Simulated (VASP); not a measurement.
Wanted: the native input for a VASP 6.6.1 run.

* Task: single point
* Functional: PBE
* Potentials or basis: VASP PAW PBE potentials, release 64 (O, V_sv, Sr_sv, Ni)
* Cutoff: 520 eV
* k mesh: 5 × 5 × 5
* Occupations: fermi-dirac, width 0.1 eV
* Spin: no spin polarisation
* Dipole correction: no
* Further INCAR settings: ALGO = Normal; EDIFF = 1e-06; NBANDS = 50

The structure of Sr2VNiO6 lies in POSCAR:

```
Sr2VNiO6
1.0
    0.0000000000      5.5436650000      0.0000000000
    5.5436650000      0.0000000000      0.0000000000
    2.7718320000      2.7718320000     -3.9469840000
O V Sr Ni
6 1 2 1
Direct
    0.2270000000      0.2890000000      0.0000000000
    0.2890000000      0.7730000000      0.0000000000
    0.7730000000      0.7110000000      0.0000000000
    0.7110000000      0.2270000000      0.0000000000
    0.2550000000      0.2550000000      0.4900000000
    0.7450000000      0.7450000000      0.5100000000
    0.5000000000      0.5000000000      0.0000000000
    0.7500000000      0.2500000000      0.5000000000
    0.2500000000      0.7500000000      0.5000000000
    0.0000000000      0.0000000000      0.0000000000
```

These files were run (other wordings do the same):

INCAR

```
SYSTEM = Sr2VNiO6
PREC = Accurate
ENCUT = 520
EDIFF = 1E-6
ISMEAR = -1
SIGMA = 0.1
LREAL = .False.
LASPH = .True.
NELM = 60
ALGO = Normal
ISIF = 2
LWAVE = .False.
LCHARG = .True.
GGA = PE
LELF = .True.
LVHAR = .True.
NBANDS = 50
```

KPOINTS

```
Automatic mesh
0
Gamma
  5 5 5
  0 0 0
```

Potentials or basis: VASP PAW PBE potentials, release 64 (O, V_sv, Sr_sv, Ni).

Launch:

```sh
$ cat potpaw_PBE.64/O/POTCAR potpaw_PBE.64/V_sv/POTCAR potpaw_PBE.64/Sr_sv/POTCAR potpaw_PBE.64/Ni/POTCAR > POTCAR
$ mpirun -np 1 vasp_std > vasp.out
```

Results of the run:

| Item | Value |
| --- | --- |
| Pressure | -7.6 GPa |
| Largest force | 0.199 eV/Å |
| Band gap on the k mesh | zero (an odd number of electrons rules out a gap without spin polarisation) |

Caveat: the cell stands under tension; an odd number of electrons without spin polarisation forces a metal; a magnetic or distorted state may lie lower; the run has no spin polarisation, though such a crystal can be magnetic; semilocal functionals often make such compounds metallic where correlation or magnetic order opens a gap, which also shifts bond lengths.

Run time: 4.9 min on 1 thread of AMD EPYC 7R13, with other jobs on the host, peak memory 0.3 GiB.
